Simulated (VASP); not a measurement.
Write the native input for VASP 6.6.1 that does the following.

| Item | Value |
| --- | --- |
| Task | single point |
| Functional | PBEsol |
| Potentials or basis | VASP PAW PBE potentials, release 64 (Cu) |
| Cutoff | 520 eV |
| k mesh | 19 × 19 × 19 |
| Occupations | fermi-dirac, width 0.08 eV |
| Spin | no spin polarisation |
| Dipole correction | no |
| Further INCAR settings | ALGO = Normal; EDIFF = 1e-06; NBANDS = 12 |

The structure of Cu lies in POSCAR:

```
Cu
1.0
    0.0000000000      1.8135050275      1.8135050275
    1.8135050275      0.0000000000      1.8135050275
    1.8135050275      1.8135050275      0.0000000000
Cu
1
Direct
    0.0000000000      0.0000000000      0.0000000000
```

This cell differs from its parent crystal: volume scaled by 1.01.

The input as run:

INCAR

```
SYSTEM = Cu
PREC = Accurate ; ENCUT = 520
EDIFF = 1E-6 ; ISMEAR = -1
SIGMA = 0.08 ; LREAL = .False.
LASPH = .True. ; NELM = 60
ALGO = Normal ; ISIF = 2
LWAVE = .False. ; LCHARG = .False.
GGA = PS ; NBANDS = 12
```

KPOINTS

```
Automatic mesh
0
Gamma
  19 19 19
  0 0 0
```

Potentials or basis: VASP PAW PBE potentials, release 64 (Cu).

Launch:

```console
$ cat potpaw_PBE.64/Cu/POTCAR > POTCAR
$ mpirun -np 1 vasp_std > vasp.out
```

It gave:

```json
{
  "Pressure": "-7.2 GPa"
}
```

Caveat: the PAW data sets were made with another functional, which shifts forces and pressure a little.

Wall time 34 s on 1 thread of Intel Xeon 8259CL, with other jobs on the host, peak memory 0.15 GiB.
